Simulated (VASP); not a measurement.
# BN (P6_3mc) in VASP: a series of runs, part 3 of 3

VASP 6.6.1. Earlier steps stand in the parts before.

## 5. Single point, PBE (all N atoms moved +0.075 Å, as atom 3 along Cartesian [0 0 1])

The input, INCAR:

```
SYSTEM = BN
ALGO     = Normal         ! electronic algorithm
EDIFF    = 1E-6           ! SCF threshold, eV
ENCUT    = 520            ! plane-wave cutoff, eV
GGA      = PE             ! functional
ISIF     = 2              ! what is computed and relaxed
ISMEAR   = 0              ! smearing method
LASPH    = .TRUE.         ! aspherical terms in the spheres
LCHARG   = .FALSE.        ! write CHGCAR
LREAL    = .FALSE.        ! projectors in reciprocal space
LWAVE    = .FALSE.        ! write WAVECAR
NBANDS   = 16             ! bands
NELM     = 60             ! most SCF steps
PREC     = Accurate       ! precision mode
SIGMA    = 0.05           ! smearing width, eV
```

The input, KPOINTS:

```
k-points
0
G
  12 12 6
  0 0 0
```

The input, POSCAR:

```
BN
1.0
    2.5539396017      0.0000000000      0.0000000000
   -1.2769698009      2.2117765748      0.0000000000
    0.0000000000      0.0000000000      4.2268550000
B N
2 2
Direct
    0.6666666667      0.3333333333      0.9997240000
    0.3333333333      0.6666666667      0.4997240000
    0.6666666667      0.3333333333      0.6430196889
    0.3333333333      0.6666666667      0.1430196889
```

The run is started by

```console
$ cat potpaw_PBE.64/B/POTCAR potpaw_PBE.64/N/POTCAR > POTCAR
$ mpirun -np 1 vasp_std > vasp.out
```

Wall time 13 s (1 thread of Intel Xeon Platinum 8488C (Sapphire Rapids), shared host); peak memory 0.14 GiB.

Results (log left out):

| Quantity | Value |
| --- | --- |
| Free energy | -34.6877 eV |
| Pressure | 1.2 GPa |
| Largest force | 2.015 eV/Å |
| Band gap on the k mesh | 4.01 eV, indirect (least direct gap 7.61 eV) |

Forces in eV/Å, atoms in the order of the input:
```
B    0.000  0.000  2.015
B    0.000  0.000  2.015
N    0.000  0.000 -2.015
N    0.000  0.000 -2.015
```

Stress tensor (GPa, compression positive):
```
0.02 0.00 0.00
0.00 0.02 0.00
0.00 0.00 3.50
```

Levels at points of the mesh, in eV from the valence-band top:
```csv
k point,band 4,band 5,band 6,band 7,band 8,band 9,band 10,band 11,band 12,band 13
"(0.00, 0.00, 0.00)",-2.30,-2.30,-1.46,0.00,0.00,7.78,7.78,9.04,9.13,10.08
"(0.50, 0.00, 0.00)",-7.83,-7.49,-5.27,-5.10,-1.95,6.38,7.10,9.14,10.76,13.39
"(0.00, 0.00, 0.50)",-6.41,-1.29,-1.29,-1.29,-1.29,9.19,9.19,9.52,9.52,9.52
"(0.50, 0.00, 0.50)",-10.24,-4.31,-4.31,-3.81,-3.81,6.17,6.17,9.97,9.97,13.08
```

Caveat: the cell differs from its parent crystal (all N atoms moved +0.075 Å, as atom 3 along Cartesian [0 0 1]); forces of over 1 eV/Å act on the atoms, so gaps and moduli don't describe the material at rest. A k mesh can miss the band edges.

## 6. Single point, PBE (all N atoms moved +0.300 Å, as atom 3 along Cartesian [0 0 1])

The input, INCAR:

```
SYSTEM = BN
  PREC = Accurate
  ENCUT = 520
  EDIFF = 1E-7
  ISMEAR = 0
  SIGMA = 0.05
  LREAL = .FALSE.
  LASPH = .TRUE.
  NELM = 80
  ALGO = Normal
  ISIF = 2
  LWAVE = .FALSE.
  LCHARG = .FALSE.
  GGA = PE
  NBANDS = 16
```

The input, KPOINTS:

```
regular mesh
0
G
  12 12 6
  0 0 0
```

POSCAR, as its differences from that of step 5:

```diff
@@ -10,3 +10,3 @@
     0.3333333333      0.6666666667      0.4997240000
-    0.6666666667      0.3333333333      0.6430196889
-    0.3333333333      0.6666666667      0.1430196889
+    0.6666666667      0.3333333333      0.6962507555
+    0.3333333333      0.6666666667      0.1962507555
```

Potentials or basis: VASP PAW PBE potentials, release 64 (B, N).

The run is started by

```console
$ cat potpaw_PBE.64/B/POTCAR potpaw_PBE.64/N/POTCAR > POTCAR
$ mpirun -np 1 vasp_std > vasp.out
```

OUTCAR:

```text
SYSTEM = BN
   PREC = Accurate
   ENCUT = 520
   EDIFF = 1E-7
   ISMEAR = 0
   LREAL = .FALSE.
   LASPH = .TRUE.
   NELM = 80
   ISIF = 2
   GGA = PE

 ion  position               nearest neighbor table
   1  0.667  0.333  1.000-   3 1.28   4 1.69   4 1.69   4 1.69
   2  0.333  0.667  0.500-   4 1.28   3 1.69   3 1.69   3 1.69
   3  0.667  0.333  0.696-   1 1.28   2 1.69   2 1.69   2 1.69
   4  0.333  0.667  0.196-   2 1.28   1 1.69   1 1.69   1 1.69

  LATTYP: Found a hexagonal cell.
 ALAT       =     2.5539396017
 C/A-ratio  =     1.6550332659

[... 649 lines left out ...]

 [... further k-points ...]
[... 5 lines left out ...]
  --------------------------------------------------------------------------------------
  -------------------------------------------------------------------------------------
  Total        1.5328500      1.5328500     13.0893329     -0.0000000      0.0000000      0.0000000
  in kB      102.8586974    102.8586974    878.3323313     -0.0000000      0.0000000      0.0000000
  external PRESSURE =     361.3499087 kB  Pullay stress =       0.0000000 kB

 VOLUME and BASIS-vectors are now :
 -----------------------------------------------------------------------------
  energy-cutoff  :      520.00
  volume of cell :       23.88
      direct lattice vectors                 reciprocal lattice vectors
     2.553939602  0.000000000  0.000000000     0.391551938  0.226062617  0.000000000
    -1.276969801  2.211776575  0.000000000     0.000000000  0.452125233  0.000000000
     0.000000000  0.000000000  4.226855000     0.000000000  0.000000000  0.236582518

 POSITION                                       TOTAL-FORCE (eV/Angst)
 -----------------------------------------------------------------------------------
      1.27697      0.73726      4.22569         0.000000      0.000000     11.853735
     -0.00000      1.47452      2.11226        -0.000000      0.000000     11.853735
      1.27697      0.73726      2.94295         0.000000     -0.000000    -11.853735
     -0.00000      1.47452      0.82952        -0.000000      0.000000    -11.853735
 -----------------------------------------------------------------------------------
    total drift:                               -0.000000     -0.000000     -0.000772

  FREE ENERGIE OF THE ION-ELECTRON SYSTEM (eV)
  ---------------------------------------------------
  free  energy   TOTEN  =       -31.8141649807 eV

  energy  without entropy=      -31.8141649807  energy(sigma->0) =      -31.81416498
```

OSZICAR:

```text
N       E                     dE             d eps       ncg     rms          rms(c)
DAV:   1     0.405319783373E+02    0.40532E+02   -0.83402E+03  2432   0.972E+02
DAV:   2    -0.323623174196E+02   -0.72894E+02   -0.67682E+02  3448   0.232E+02
DAV:   3    -0.346295718769E+02   -0.22673E+01   -0.22617E+01  2816   0.378E+01
DAV:   4    -0.346354024357E+02   -0.58306E-02   -0.58302E-02  3024   0.217E+00
DAV:   5    -0.346354215131E+02   -0.19077E-04   -0.19077E-04  2776   0.115E-01    0.112E+01
DAV:   6    -0.320256140644E+02    0.26098E+01   -0.34872E+00  3080   0.170E+01    0.498E+00
DAV:   7    -0.318504090552E+02    0.17521E+00   -0.47095E-01  3032   0.576E+00    0.305E+00
DAV:   8    -0.318146762648E+02    0.35733E-01   -0.65845E-02  3192   0.242E+00    0.336E-01
DAV:   9    -0.318140007020E+02    0.67556E-03   -0.72107E-03  2848   0.860E-01    0.181E-01
DAV:  10    -0.318141152126E+02   -0.11451E-03   -0.60592E-04  3096   0.217E-01    0.564E-02
DAV:  11    -0.318141612916E+02   -0.46079E-04   -0.97377E-05  2904   0.859E-02    0.256E-02
DAV:  12    -0.318141649841E+02   -0.36925E-05   -0.84341E-06  3192   0.282E-02    0.400E-03
DAV:  13    -0.318141649807E+02    0.33594E-08   -0.34209E-07  2600   0.622E-03
   1 F= -.31814165E+02 E0= -.31814165E+02  d E =-.239170E-21
```

Run time: 15 s. Hardware: 1 thread of Intel Xeon Platinum 8488C (Sapphire Rapids), shared host; peak memory 0.14 GiB.

What came out:

- Free energy: -31.8142 eV
- Pressure: 36.1 GPa
- Largest force: 11.854 eV/Å
- Band gap on the k mesh: 0.96 eV, indirect (least direct gap 4.86 eV)

Forces on the atoms (eV/Å):
```
B     0.000   0.000  11.854
B     0.000   0.000  11.854
N     0.000   0.000 -11.854
N     0.000   0.000 -11.854
```

Caveat: the cell differs from its parent crystal (all N atoms moved +0.300 Å, as atom 3 along Cartesian [0 0 1]); forces of over 1 eV/Å act on the atoms, so gaps and moduli don't describe the material at rest. A k mesh can miss the band edges.
